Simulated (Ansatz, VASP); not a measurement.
Two plane-wave programs on Cu

```xyz
4
Lattice="2.6894 0.0000 0.0000 -1.3447 2.3291 0.0000 0.0000 0.0000 8.7815" Properties=species:S:1:pos:R:3 pbc="T T T"
Cu    0.0000    0.0000    0.0000
Cu    0.0000    0.0000    4.3908
Cu    0.0000    1.5527    2.1954
Cu    1.3447    0.7764    6.5861
```

Alike in both runs: task single point; functional revPBE; k mesh 16 × 16 × 5; occupations fermi-dirac, width 0.1 eV; no spin polarisation.

|  | VASP | Ansatz |
| --- | --- | --- |
| version | VASP 6.6.1 | Ansatz 0.2.0 |
| potentials or method | VASP PAW PBE potentials, release 64 (Cu), cutoff 520 eV | plane waves (420 eV) with PAW, scalar-relativistic |
| valence electrons in the cell | 44 | 76 |

```tsv
	VASP	Ansatz	Ansatz less VASP
pressure (GPa)	-10.4	-10.8	-0.49
```

VASP's potentials were made for PBE, not for revPBE. VASP's potentials hold 44 valence electrons a cell and Ansatz's 76, so a difference there can come from the potentials and not from the codes.
